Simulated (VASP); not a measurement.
A run of VASP 6.6.1:

The input INCAR:

```
SYSTEM = TiPd3
PREC     = Accurate       ! precision mode
ENCUT    = 520            ! plane-wave cutoff, eV
EDIFF    = 1E-8           ! SCF threshold, eV
ISMEAR   = -1             ! smearing method
SIGMA    = 0.05           ! smearing width, eV
LREAL    = .False.        ! projectors in reciprocal space
LASPH    = .True.         ! aspherical terms in the spheres
NELM     = 80             ! most SCF steps
ALGO     = Normal         ! electronic algorithm
ISIF     = 2              ! what is computed and relaxed
LWAVE    = .False.        ! write WAVECAR
LCHARG   = .False.        ! write CHGCAR
LEFG     = .True.       
NBANDS   = 29             ! bands
```

KPOINTS

```
Automatic mesh
0
Gamma
  11 11 11
  0 0 0
```

POSCAR

```
TiPd3
1.0
    3.7420189353      0.0000000000      0.0000000000
    0.0000000000      3.7420189353      0.0000000000
    0.0000000000      0.0000000000      3.7420189353
Ti Pd
1 3
Direct
    0.0000000000      0.0000000000      0.0000000000
    0.0000000000      0.5000000000      0.5000000000
    0.5000000000      0.0000000000      0.5000000000
    0.5000000000      0.5000000000      0.0000000000
```

Potentials or basis: VASP PAW LDA potentials, release 64 (Ti_sv, Pd).

Command:

```bash
$ cat potpaw_LDA.64/Ti_sv/POTCAR potpaw_LDA.64/Pd/POTCAR > POTCAR
$ mpirun -np 1 vasp_std > vasp.out
```

Hardware: 1 thread of AMD EPYC 9R45 (Zen 5), with other jobs on the host.

Problem. Estimate the wall time of this run.

Solution. Wall time 44 s on 1 thread of AMD EPYC 9R45 (Zen 5) (shared host), peak memory 0.16 GiB. Counts: scf iterations 16, k points 56.
